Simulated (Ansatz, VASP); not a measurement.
## One calculation of Zr2Ta3O2, two programs

```
CELL_PARAMETERS angstrom
5.61147 0.00000 0.00000
0.00000 5.61147 0.00000
0.00000 0.00000 5.51935
ATOMIC_POSITIONS crystal
Zr 0.00000 0.50000 0.50000
Zr 0.50000 0.00000 0.50000
Ta 0.00000 0.00000 0.50000
Ta 0.00000 0.00000 0.00000
Ta 0.50000 0.50000 0.50000
O 0.50000 0.50000 0.17287
O 0.50000 0.50000 0.82713
```

Alike in both runs: functional PBE; k mesh 3 × 3 × 3; occupations gaussian, width 0.2 eV; no spin polarisation.

Ansatz relaxed the structure, and its values are those at the end. VASP's run is a single point on that final structure, the one shown.

```csv
,VASP,Ansatz
version,VASP 6.6.1,Ansatz 0.2.0
potentials or method,"VASP PAW PBE potentials, release 64 (Zr_sv, Ta_pv, O), cutoff 600 eV","scalar-relativistic, plane waves, PAW"
valence electrons in the cell,69,75
```

```tsv
	VASP	Ansatz	Ansatz less VASP
gap on the k mesh at the Fermi level (eV)	none	none	-
pressure (GPa)	0.5	0.3	-0.21
rms of the force components (eV/Å)	0.079	0.001	-0.0783
```

A gap of «none» marks a metal or a gap that the smearing closes. VASP's potentials hold 69 valence electrons a cell and Ansatz's 75, so a difference there can come from the potentials and not from the codes.

The k mesh is coarse, so the values compare programs but aren't converged. Neither program's run includes spin-orbit coupling.
